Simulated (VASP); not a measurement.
Cu: single point with PBE

Cu:

```xyz
1
Lattice="-1.5577 1.5577 1.2379 1.5577 -1.5577 1.2379 1.5577 1.5577 -1.2379" Properties=species:S:1:pos:R:3 pbc="T T T"
Cu    0.0000    0.0000    0.0000
```

This cell differs from its parent crystal: ratio of the length along z to the lengths across it x 0.85, volume and fractional coordinates fixed.

```yaml
Program: VASP 6.6.1
Task: single point
Functional: PBE
Potentials_or_basis: VASP PAW PBE potentials, release 64 (Cu)
Cutoff: 520 eV
k_mesh: 32 × 32 × 32
Occupations: gaussian, width 0.15 eV
Spin: no spin polarisation
Dipole_correction: no
Further_INCAR_settings: ALGO = Fast; EDIFF = 1e-06; NBANDS = 12
```

```
Pressure               : 2.8 GPa
Band gap on the k mesh : zero (an odd number of electrons rules out a gap without spin polarisation)
```

Stress tensor (GPa, compression positive):
```
-0.97  0.00  0.00
 0.00 -0.97  0.00
 0.00  0.00 10.32
```

Levels at points of the mesh, in eV from the Fermi level:
| k point | band 4 | band 5 | band 6 | band 7 | band 8 | band 9 |
| --- | --- | --- | --- | --- | --- | --- |
| (0.00, 0.00, 0.00) | -2.63 | -2.63 | -1.81 | 21.08 | 21.08 | 24.73 |
| (0.50, 0.00, 0.00) | -1.52 | -1.50 | 0.23 | 5.39 | 15.66 | 15.78 |
| (0.50, 0.50, 0.00) | -2.23 | -1.58 | -1.48 | 2.74 | 22.03 | 22.73 |
| (0.50, 0.50, 0.50) | -1.60 | -1.43 | 5.48 | 5.48 | 11.37 | 11.48 |

Run time: 2.8 min on 1 thread of Intel(R) Xeon(R) 6975P-C (Granite Rapids) (shared host), peak memory 0.42 GiB.
